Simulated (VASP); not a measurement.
A run of VASP 6.6.1:

INCAR

```
PREC = Accurate ; ENCUT = 520
EDIFF = 1E-6 ; ISMEAR = -1
SIGMA = 0.08 ; LREAL = False
LASPH = True ; NELM = 60
ALGO = Normal ; ISIF = 2
LWAVE = False ; LCHARG = False
GGA = PS ; NBANDS = 11
```

The input KPOINTS:

```
regular mesh
0
Gamma
  13 13 13
```

File POSCAR:

```
Hf
1.0
    2.5201153830      0.0000000000      0.0000000000
    0.0000000000      2.5201153830      0.0000000000
    0.0000000000      0.0000000000      2.5201153830
Hf
1
Direct
    0.0000000000      0.0000000000      0.0000000000
```

Potentials or basis: VASP PAW PBE potentials, release 64 (Hf_pv).

Run with:

```sh
$ cat potpaw_PBE.64/Hf_pv/POTCAR > POTCAR
$ mpirun -np 1 vasp_std > vasp.out
```

Hardware: 1 thread of AMD EPYC 7R13, with other jobs on the host.

Problem. How long does it take, and how much memory?

Solution. Run time: 9.6 s on 1 thread of AMD EPYC 7R13, on a shared host, peak memory 0.1 GiB. Counts: scf iterations 11, k points 84.
